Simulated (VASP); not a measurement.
# EuS: single point with PBE+U

EuS:

```
Eu S
1.0
     0.00000    2.97850    2.97850
     2.97850    0.00000    2.97850
     2.97850    2.97850    0.00000
Eu S
1 1
Direct
  0.00000 0.00000 0.00000
  0.50000 0.50000 0.50000
```

```json
{
 "Program": "VASP 6.6.1",
 "Task": "single point",
 "Functional": "PBE",
 "Potentials or basis": "VASP PAW PBE potentials, release 64 (Eu, S)",
 "Cutoff": "600 eV",
 "k mesh": "7 × 7 × 7",
 "Occupations": "fermi-dirac, width 0.15 eV",
 "Spin": "collinear spin, ferromagnetic start",
 "Starting moments": "[7.0, 0.0] μB",
 "Hubbard terms": "Eu f U = 6.0 eV"
}
```

```
Pressure                                              : 0.9 GPa
Band gap on the k mesh                                : 0.51 eV (least direct gap 0.79 eV)
Net moment                                            : 7.00 μB per cell
Site moments                                          : Eu +6.72; S -0.06 μB
Valence electrons inside the program's atomic spheres : Eu 14.89; S 3.77
```

Levels at points of the mesh, in eV from the valence-band top:
Spin up:
```
           k point  band 13  band 14  band 15  band 16  band 17  band 18
(0.00, 0.00, 0.00)     0.00     0.00     0.00     2.06     2.37     2.37
```
Spin down:
```
           k point  band 6  band 7  band 8  band 9  band 10  band 11
(0.00, 0.00, 0.00)   -1.47   -1.47   -1.47    2.51     3.02     3.02
```

Eigenvalues of the final occupation matrices:
```tsv
site	spin	trace	eigenvalues
site 1 f	1	6.82	0.97 0.97 0.97 0.98 0.98 0.98 0.98
site 1 f	2	0.01	0.00 0.00 0.00 0.00 0.00 0.00 0.00
```

It took 3.6 min on 1 thread of Intel Xeon 8259CL, with other jobs on the host, peak memory 0.27 GiB.

Caveat: spin-orbit coupling is left out, which moves the levels of the heavy elements; an odd mesh through Γ misses points on the zone boundary, where band edges can lie; a cell with one magnetic atom can't hold antiferromagnetic order, which such compounds often take.
